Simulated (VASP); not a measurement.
Runs of VASP 6.6.1 on CuI. The structure is that of space group Cmcm (No. 63), or close to it. The cells are those of the table. 

```tsv
level	potentials or basis	cell	k mesh	smearing	gap on the mesh (eV)	pressure (GPa)	largest force (eV/Å)
r2SCAN+rVV10	VASP PAW PBE potentials, release 64 (Cu, I)	a = 5.019, b = 5.019, c = 4.322 Å, angles 90.0, 90.0, 91.4°, 4 atoms	6 × 6 × 6	fermi-dirac 0.02 eV	1.32	(b)	0.04
r2SCAN	VASP PAW PBE potentials, release 64 (Cu, I)	a = 5.019, b = 5.019, c = 4.322 Å, angles 90.0, 90.0, 91.4°, 4 atoms	6 × 6 × 6	gaussian 0.01 eV	1.36	(c)	0.04
PBE+D3(BJ)	VASP PAW PBE potentials, release 64 (Cu, I)	a = 4.826, b = 4.826, c = 4.367 Å, angles 90.0, 90.0, 93.1°, 4 atoms	4 × 4 × 6	fermi-dirac 0.02 eV	0.88	0.1	0.01
PBE	VASP PAW PBE potentials, release 64 (Cu, I)	a = 5.019, b = 5.019, c = 4.322 Å, angles 90.0, 90.0, 91.4°, 4 atoms	6 × 6 × 6	fermi-dirac 0.02 eV	0.96	2.3	0.16
LDA	VASP PAW LDA potentials, release 64 (Cu, I)	a = 5.019, b = 5.019, c = 4.322 Å, angles 90.0, 90.0, 91.4°, 4 atoms	6 × 6 × 6	gaussian 0.01 eV	(a)	-2.6	0.32
PBE+D4	VASP PAW PBE potentials, release 64 (Cu, I)	a = 4.846, b = 4.846, c = 4.365 Å, angles 90.0, 90.0, 92.9°, 4 atoms	6 × 6 × 6	fermi-dirac 0.02 eV	0.88	0.1	0.01
```

Alike in all rows: task single point; no spin polarisation; cutoff (eV) 520.

Estimate the missing entries.

(a) 0.83; (b) 0.2; (c) 1.0.

Caveats: spin-orbit coupling is left out, which moves the levels of the heavy elements; the PAW data sets were made with another functional, which shifts forces and pressure a little (some runs).

A k mesh can miss the band edges, and the runs leave out spin-orbit coupling on I.
